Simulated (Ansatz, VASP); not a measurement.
# Two plane-wave programs on TiSb

```
Ti Sb
1.0
     4.15730    0.00000    0.00000
    -2.07865    3.60032    0.00000
     0.00000    0.00000    6.36629
Ti Sb
2 2
Direct
  0.00000 0.00000 0.00000
  0.00000 0.00000 0.50000
  0.33333 0.66667 0.25000
  0.66667 0.33333 0.75000
```

Change from the starting cell: volume scaled by 1.04, PAW files.

Alike in both runs: task electric field gradients; functional LDA; k mesh 12 × 12 × 7; occupations fermi-dirac, width 0.03 eV; no spin polarisation.

```csv
,VASP,Ansatz
version,VASP 6.6.1,Ansatz 0.2.0
potentials or method,"VASP PAW LDA potentials, release 64 (Ti_sv, Sb)","PAW with Ansatz's default frozen-core files, scalar-relativistic"
plane-wave cutoff (eV),520,420
valence electrons in the cell,34,54
```

|  | VASP | Ansatz | Ansatz less VASP |
| --- | --- | --- | --- |
| pressure (GPa) | -10.7 | -10.9 | -0.21 |
| traceless stress, the component that is largest in VASP (GPa) | -0.57 | -0.60 | -0.028 |
| size of Vzz on the site where it differs most (V/Å²) | 49.0 | 52.3 | +3.33 |

LDA's correlation is that of Perdew and Zunger in VASP and of Perdew and Wang (1992) in Ansatz. VASP's potentials hold 34 valence electrons a cell and Ansatz's 54, so a difference there can come from the potentials and not from the codes.

Neither program's run includes spin-orbit coupling.
